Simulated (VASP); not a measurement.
# TiO2 (Fm-3m) in VASP: further runs

Runs on TiO2. Level: r2SCAN. Tasks: single point.

Program: VASP 6.6.1. These are calculated values, not measurements. Logs are shortened: lines on timing, memory, paths and dates and some standing lists are left out, and cuts for length are marked.

## 1. The cell of the first run

It takes space group Fm-3m (No. 225, cubic). The conventional cell has a = 4.888 Å, b = 4.888 Å, c = 4.888 Å, α = 90.00°, β = 90.00°, γ = 90.00°. Within 2.8 Å of Ti (site symmetry m-3m) lie 8 O at 2.12 Å. Within 2.8 Å of O (site symmetry -43m) lie 4 Ti at 2.12 Å and 6 O at 2.44 Å.

## 2. Single point, r2SCAN (volume changed by +6%)

Contents of POSCAR:

```
TiO2
1.0
    0.0000000000      2.4438358031      2.4438358031
    2.4438358031      0.0000000000      2.4438358031
    2.4438358031      2.4438358031      0.0000000000
Ti O
1 2
Direct
    0.0000000000      0.0000000000      0.0000000000
    0.2500000000      0.2500000000      0.2500000000
    0.7500000000      0.7500000000      0.7500000000
```

Contents of INCAR.step1:

```
SYSTEM = TiO2
ALGO = Normal
EDIFF = 1E-4
ENCUT = 520
GGA = PE
ISMEAR = 0
LASPH = .True.
LCHARG = .False.
LREAL = .False.
LWAVE = .True.
NBANDS = 19
NELM = 80
PREC = Accurate
SIGMA = 0.01
```

Contents of INCAR.step2:

```
SYSTEM = TiO2
ALGO = Normal
EDIFF = 1E-6
ENCUT = 520
ISIF = 2
ISMEAR = 0
ISTART = 1
LASPH = .True.
LCHARG = .True.
LELF = .True.
LMIXTAU = .True.
LREAL = .False.
LVHAR = .True.
LWAVE = .False.
METAGGA = R2SCAN
NBANDS = 19
NELM = 80
PREC = Accurate
SIGMA = 0.01
```

Contents of KPOINTS:

```
k-points
0
Gamma
  8 8 8
  0 0 0
```

Potentials or basis: VASP PAW PBE potentials, release 64 (Ti_sv, O).

Command:

```console
cat potpaw_PBE.64/Ti_sv/POTCAR potpaw_PBE.64/O/POTCAR > POTCAR
cp INCAR.step1 INCAR
mpirun -np 1 vasp_std > vasp.out
cp INCAR.step2 INCAR
mpirun -np 1 vasp_std > vasp.out
```

OUTCAR:

```text
SYSTEM = TiO2
   EDIFF = 1E-6
   ENCUT = 520
   ISIF = 2
   ISMEAR = 0
   ISTART = 1
   LASPH = .True.
   LREAL = .False.
   METAGGA = R2SCAN
   NELM = 80
   PREC = Accurate

 ion  position               nearest neighbor table
   1  0.000  0.000  0.000-   3 2.12   3 2.12   3 2.12   2 2.12   3 2.12   2 2.12   2 2.12   2 2.12

   2  0.250  0.250  0.250-   1 2.12   1 2.12   1 2.12   1 2.12
   3  0.750  0.750  0.750-   1 2.12   1 2.12   1 2.12   1 2.12

  LATTYP: Found a face centered cubic cell.
 ALAT       =     4.8876716062

  Lattice vectors:

 A1 = (   0.0000000000,   2.4438358031,   2.4438358031)
 A2 = (   2.4438358031,   0.0000000000,   2.4438358031)
 A3 = (   2.4438358031,   2.4438358031,   0.0000000000)

Analysis of symmetry for initial positions (statically):
=====================================================================
 Subroutine PRICEL returns:
 Original cell was already a primitive cell.

 Routine SETGRP: Setting up the symmetry group for a
 face centered cubic supercell.

 Subroutine GETGRP returns: Found 48 space group operations
 (whereof 48 operations were pure point group operations)
 out of a pool of 48 trial point group operations.

The static configuration has the point symmetry O_h .

Analysis of symmetry for dynamics (positions and initial velocities):
=====================================================================
 Subroutine PRICEL returns:
 Original cell was already a primitive cell.

 Routine SETGRP: Setting up the symmetry group for a
 face centered cubic supercell.

 Subroutine GETGRP returns: Found 48 space group operations
 (whereof 48 operations were pure point group operations)
 out of a pool of 48 trial point group operations.

The dynamic configuration has the point symmetry O_h .

 Subroutine INISYM returns: Found 48 space group operations
 (whereof 48 operations are pure point group operations),
 and found     1 'primitive' translations

----------------------------------------------------------------------------------------

                                     Primitive cell

  volume of cell :      29.1908

  direct lattice vectors                    reciprocal lattice vectors
     0.000000000  2.443835803  2.443835803    -0.204596397  0.204596397  0.204596397
     2.443835803  0.000000000  2.443835803     0.204596397 -0.204596397  0.204596397
     2.443835803  2.443835803  0.000000000     0.204596397  0.204596397 -0.204596397

  length of vectors
     3.456105737  3.456105737  3.456105737     0.354371355  0.354371355  0.354371355

  position of ions in fractional coordinates (direct lattice)
     0.000000000  0.000000000  0.000000000
     0.250000000  0.250000000  0.250000000
     0.750000000  0.750000000  0.750000000

  ion indices of the primitive-cell ions
   primitive index   ion index
                 1           1
                 2           2
                 3           3

----------------------------------------------------------------------------------------

 KPOINTS: k-points

Automatic generation of k-mesh.
 Grid dimensions read from file:
 generate k-points for:    8    8    8

 Generating k-lattice:

  Cartesian coordinates                     Fractional coordinates (reciprocal lattice)
    -0.025574550  0.025574550  0.025574550     0.125000000  0.000000000  0.000000000
     0.025574550 -0.025574550  0.025574550     0.000000000  0.125000000  0.000000000
     0.025574550  0.025574550 -0.025574550     0.000000000  0.000000000  0.125000000

  Length of vectors
     0.044296419  0.044296419  0.044296419

  Shift w.r.t. Gamma in fractional coordinates (k-lattice)
     0.000000000  0.000000000  0.000000000

 Subroutine IBZKPT returns following result:
 ===========================================

 Found     29 irreducible k-points:

 Following reciprocal coordinates:
            Coordinates               Weight
  0.000000  0.000000  0.000000      1.000000
  0.125000  0.000000  0.000000      8.000000
  0.250000  0.000000  0.000000      8.000000
  0.375000  0.000000  0.000000      8.000000
  0.500000  0.000000  0.000000      4.000000
  0.125000  0.125000  0.000000      6.000000
[... 16 lines left out ...]
  0.500000  0.250000  0.125000     48.000000
 -0.375000  0.250000  0.125000     24.000000
 [... further k-points ...]
   k-points           NKPTS =     29   k-points in BZ     NKDIM =     29   number of bands    NBANDS=     19
   number of dos      NEDOS =    301   number of ions     NIONS =      3
   total plane-waves  NPLWV =  21952
   dimension x,y,z NGX =    28 NGY =   28 NGZ =   28
   dimension x,y,z NGXF=    56 NGYF=   56 NGZF=   56
   ions per type =               1   2
   NGX,Y,Z   is equivalent  to a cutoff of  13.47, 13.47, 13.47 a.u.
   NGXF,Y,Z  is equivalent  to a cutoff of  26.94, 26.94, 26.94 a.u.
 SYSTEM =  TiO2
   PREC   = accura    normal or accurate (medium, high low for compatibility)
   ISTART =      1    job   : 0-new  1-cont  2-samecut
   ICHARG =      0    charge: 1-file 2-atom 10-const
   ISPIN  =      1    spin polarized calculation?
   LNONCOLLINEAR =      F non collinear calculations
   LSORBIT =      F    spin-orbit coupling
   LASPH  =      T    aspherical Exc in radial PAW
   ENCUT  =  520.0 eV  38.22 Ry    6.18 a.u.   6.43  6.43  6.43*2*pi/ulx,y,z
   NELM   =     80;   NELMIN=  2; NELMDL=  0     # of ELM steps
   EDIFF  = 0.1E-05   stopping-criterion for ELM
   LREAL  =      F    real-space projection
   EDIFFG = 0.1E-04   stopping-criterion for IOM
   NSW    =      0    number of steps for IOM
   IBRION =     -1    ionic relax: 0-MD 1-quasi-New 2-CG
   NFREE  =      0    steps in history (QN), initial steepest desc. (CG)
   ISIF   =      2    stress and relaxation
   ISYM   =      2    0-nonsym 1-usesym 2-fastsym
   POTIM  = 0.5000    time-step for ionic-motion
   TEBEG  =    0.0;   TEEND  =   0.0 temperature during run
   PSTRESS=    0.0 pullay stress
   NELECT =      24.0000    total number of electrons
   NUPDOWN=      -1.0000    fix difference up-down
   EMIN   =  10.00;   EMAX   =-10.00  energy-range for DOS
   EFERMI =   0.00;   METHOD = LEGACY
   ISMEAR =     0;   SIGMA  =   0.01  broadening in eV -4-tet -1-fermi 0-gaus
   EFERMI_NEDOS =   21; number of points for ismear=-14 and -15
   IALGO  =     38    algorithm
   IMIX   =      4    mixing-type and parameters
     AMIX     =   0.40;   BMIX     =  1.00
     AMIX_MAG =   1.60;   BMIX_MAG =  1.00
  volume/ion in A,a.u.               =       9.73        65.66
  Fermi-wavevector in a.u.,A,eV,Ry     =   1.533663  2.898202 32.002558  2.352122
  Thomas-Fermi vector in A             =   2.640699
   LORBIT       =      0    0 simple, 1 ext, 2 COOP (PROOUT), +10 PAW based schemes
   METAGGA = R2SCAN    functional components
   LHFCALC =     F    Hartree Fock is set to
   AEXX    =    0.0000 exact exchange contribution
   IVDW    =     0    specifies the selected vdW correction
   LEPSILON=     F    determine dielectric tensor
   LRPA    =     F    only Hartree local field effects (RPA)
 non-spin polarized calculation
 Gauss-broadening in eV      SIGMA  =   0.01
  energy-cutoff  :      520.00
  volume of cell :       29.19
 maximum number of plane-waves:       817
 NGX is ok and might be reduce to    28
   NGX = 13   NGY = 13   NGZ = 13

 number of electron      24.0000003 magnetization

 Free energy of the ion-electron system (eV)
  ---------------------------------------------------
  ext. energy  EPLUGINS =         0.00000000
  ---------------------------------------------------
  free energy    TOTEN  =       -34.04116309 eV

  energy without entropy =      -34.04116309  energy(sigma->0) =      -34.04116309

 E-fermi :   6.5021     XC(G=0): -12.7077

 val. band max:        6.3890592464   @ k =   0.5000   0.5000   0.0000
 cond. band min:       7.8643099774   @ k =   0.0000   0.0000   0.0000
 fundamental gap:      1.4752507310
 Fermi energy:         6.5021394206

 k-point     1 :       0.0000    0.0000    0.0000
  band No.  band energies     occupation
      1     -53.7557      2.00000
      2     -28.7837      2.00000
      3     -28.7836      2.00000
      4     -28.7836      2.00000
      5     -13.9528      2.00000
      6     -10.4847      2.00000
[... 11 lines left out ...]
     18      14.1792      0.00000
     19      21.0070      0.00000

 k-point     2 :       0.1250    0.0000    0.0000
  band No.  band energies     occupation
      1     -53.7533      2.00000
      2     -28.8138      2.00000
      3     -28.7873      2.00000
      4     -28.7872      2.00000
      5     -13.7869      2.00000
      6     -10.6728      2.00000
[... 11 lines left out ...]
     18      14.7356      0.00000
     19      20.8200      0.00000

 k-point     3 :       0.2500    0.0000    0.0000
  band No.  band energies     occupation
      1     -53.7472      2.00000
      2     -28.8852      2.00000
      3     -28.7957      2.00000
      4     -28.7957      2.00000
      5     -13.3533      2.00000
      6     -11.1144      2.00000
[... 11 lines left out ...]
     18      15.9915      0.00000
     19      20.5730      0.00000

 k-point     4 :       0.3750    0.0000    0.0000
  band No.  band energies     occupation
      1     -53.7411      2.00000
      2     -28.9552      2.00000
      3     -28.8042      2.00000
      4     -28.8041      2.00000
      5     -12.8215      2.00000
      6     -11.5988      2.00000
[... 11 lines left out ...]
     18      16.8233      0.00000
     19      20.8252      0.00000

 k-point     5 :       0.5000    0.0000    0.0000
  band No.  band energies     occupation
      1     -53.7385      2.00000
      2     -28.9837      2.00000
      3     -28.8077      2.00000
      4     -28.8076      2.00000
      5     -12.4894      2.00000
      6     -11.8965      2.00000
[... 11 lines left out ...]
     18      16.9457      0.00000
     19      21.1996      0.00000

 k-point     6 :       0.1250    0.1250    0.0000
  band No.  band energies     occupation
      1     -53.7524      2.00000
      2     -28.8160      2.00000
      3     -28.7923      2.00000
      4     -28.7922      2.00000
      5     -13.7315      2.00000
      6     -10.7290      2.00000
[... 11 lines left out ...]
     18      14.8252      0.00000
     19      20.6051      0.00000

 k-point     7 :       0.2500    0.1250    0.0000
  band No.  band energies     occupation
      1     -53.7475      2.00000
      2     -28.8687      2.00000
      3     -28.8018      2.00000
      4     -28.8011      2.00000
      5     -13.3876      2.00000
      6     -11.0673      2.00000
[... 11 lines left out ...]
     18      15.7662      0.00000
     19      20.5186      0.00000

 k-point     8 :       0.3750    0.1250    0.0000
  band No.  band energies     occupation
      1     -53.7414      2.00000
      2     -28.9336      2.00000
      3     -28.8149      2.00000
      4     -28.8103      2.00000
      5     -12.8914      2.00000
      6     -11.5070      2.00000
[... 256 lines left out ...]
 k-point    20 :      -0.3750    0.3750    0.0000
  band No.  band energies     occupation
      1     -53.7333      2.00000
      2     -28.9526      2.00000
      3     -28.8900      2.00000
      4     -28.8310      2.00000
      5     -12.1062      2.00000
      6     -12.0207      2.00000
[... 11 lines left out ...]
     18      18.2261      0.00000
     19      22.0955      0.00000

 k-point    21 :       0.5000    0.5000    0.0000
  band No.  band energies     occupation
      1     -53.7329      2.00000
      2     -28.9950      2.00000
      3     -28.8422      2.00000
      4     -28.8421      2.00000
      5     -12.2132      2.00000
      6     -11.8687      2.00000
[... 11 lines left out ...]
     18      18.3481      0.00000
     19      20.7457      0.00000

 k-point    22 :       0.3750    0.2500    0.1250
  band No.  band energies     occupation
      1     -53.7426      2.00000
      2     -28.9072      2.00000
      3     -28.8285      2.00000
      4     -28.8063      2.00000
      5     -13.0147      2.00000
      6     -11.3824      2.00000
[... 11 lines left out ...]
     18      16.6018      0.00000
     19      20.6711      0.00000

 k-point    23 :       0.5000    0.2500    0.1250
  band No.  band energies     occupation
      1     -53.7377      2.00000
      2     -28.9421      2.00000
      3     -28.8537      2.00000
      4     -28.8158      2.00000
      5     -12.5663      2.00000
      6     -11.7342      2.00000
[... 11 lines left out ...]
     18      17.4190      0.00000
     19      21.1933      0.00000

 k-point    24 :      -0.3750    0.2500    0.1250
  band No.  band energies     occupation
      1     -53.7357      2.00000
      2     -28.9560      2.00000
      3     -28.8637      2.00000
      4     -28.8206      2.00000
      5     -12.2745      2.00000
      6     -11.9743      2.00000
[... 11 lines left out ...]
     18      17.6650      0.00000
     19      21.6140      0.00000

 [... further k-points ...]
[... 5 lines left out ...]
  --------------------------------------------------------------------------------------
  -------------------------------------------------------------------------------------
  Total       -2.3679654     -2.3679654     -2.3679654     -0.0000000      0.0000000     -0.0000000
  in kB     -129.9690254   -129.9690254   -129.9690254     -0.0000000      0.0000000     -0.0000000
  external PRESSURE =    -129.9690254 kB  Pullay stress =       0.0000000 kB

 VOLUME and BASIS-vectors are now :
 -----------------------------------------------------------------------------
  energy-cutoff  :      520.00
  volume of cell :       29.19
      direct lattice vectors                 reciprocal lattice vectors
     0.000000000  2.443835803  2.443835803    -0.204596397  0.204596397  0.204596397
     2.443835803  0.000000000  2.443835803     0.204596397 -0.204596397  0.204596397
     2.443835803  2.443835803  0.000000000     0.204596397  0.204596397 -0.204596397

 POSITION                                       TOTAL-FORCE (eV/Angst)
 -----------------------------------------------------------------------------------
      0.00000      0.00000      0.00000        -0.000000      0.000000      0.000000
      1.22192      1.22192      1.22192         0.000000      0.000000     -0.000000
      3.66575      3.66575      3.66575        -0.000000     -0.000000      0.000000
 -----------------------------------------------------------------------------------
    total drift:                                0.000000     -0.000000      0.000000

  FREE ENERGIE OF THE ION-ELECTRON SYSTEM (eV)
  ---------------------------------------------------
  free  energy   TOTEN  =       -34.0411630948 eV

  energy  without entropy=      -34.0411630948  energy(sigma->0) =      -34.04116309
```

Wall time 78 s (1 thread of Intel Xeon Platinum 8488C (Sapphire Rapids), shared host); peak memory 0.17 GiB.

What came out:

- Free energy: -34.0412 eV
- Pressure: -13.0 GPa
- Band gap on the k mesh: 1.48 eV, indirect (least direct gap 2.10 eV)

Caveat: the cell differs from its parent crystal (volume changed by +6%); the PAW data sets were made with another functional, which shifts forces and pressure a little. A k mesh can miss the band edges.

## 3. Single point, r2SCAN

This run uses another cell than the first one, of 9.18 Å³/atom, 0.943 times its volume.

Contents of POSCAR:

```
TiO2
1.0
    0.0000000000      2.3968272558      2.3968272558
    2.3968272558      0.0000000000      2.3968272558
    2.3968272558      2.3968272558      0.0000000000
Ti O
1 2
Direct
    0.0000000000      0.0000000000      0.0000000000
    0.2500000000      0.2500000000      0.2500000000
    0.7500000000      0.7500000000      0.7500000000
```

Contents of INCAR.step1:

```
PREC = Accurate ; ENCUT = 520
ISMEAR = 0 ; SIGMA = 0.01
LREAL = F ; LASPH = T
NELM = 80 ; NBANDS = 19
GGA = PE ; ALGO = Normal
EDIFF = 1E-4 ; LWAVE = T
LCHARG = F
```

Contents of INCAR.step2:

```
PREC = Accurate ; ENCUT = 520
EDIFF = 1E-6 ; ISMEAR = 0
SIGMA = 0.01 ; LREAL = F
LASPH = T ; NELM = 80
ALGO = Normal ; ISIF = 2
LWAVE = F ; LCHARG = T
METAGGA = R2SCAN ; LMIXTAU = T
LELF = T ; LVHAR = T
NBANDS = 19 ; ISTART = 1
```

Contents of KPOINTS:

```
Automatic mesh
0
Gamma
  10 10 10
```

Potentials or basis: VASP PAW PBE potentials, release 64 (Ti_sv, O).

Command:

```console
cat potpaw_PBE.64/Ti_sv/POTCAR potpaw_PBE.64/O/POTCAR > POTCAR
cp INCAR.step1 INCAR
mpirun -np 1 vasp_std > vasp.out
cp INCAR.step2 INCAR
mpirun -np 1 vasp_std > vasp.out
```

Run time: 2.1 min. Hardware: 1 thread of Intel Xeon Platinum 8488C (Sapphire Rapids), shared host; peak memory 0.18 GiB.

Results (log left out):

| Property | Result |
| --- | --- |
| Free energy | -34.1007 eV |
| Pressure | 1.6 GPa |
| Band gap on the k mesh | 1.55 eV, indirect (least direct gap 2.24 eV) |

Levels at points of the mesh, in eV from the valence-band top:
```csv
k point,band 8,band 9,band 10,band 11,band 12,band 13,band 14,band 15,band 16,band 17
"(0.00, 0.00, 0.00)",-6.19,-6.19,-0.91,-0.91,-0.91,1.55,1.55,5.72,5.72,5.72
"(0.50, 0.00, 0.00)",-5.04,-3.49,-3.35,-2.62,-2.62,1.86,1.86,3.16,5.32,5.32
"(0.50, 0.50, 0.00)",-4.77,-4.77,-2.15,-2.15,0.00,2.24,2.25,3.19,4.48,4.48
```

Caveat: the PAW data sets were made with another functional, which shifts forces and pressure a little. r2SCAN opens gaps a little over a GGA but as a rule still falls short of measured ones.

(Part 1 of 3 ends here.)
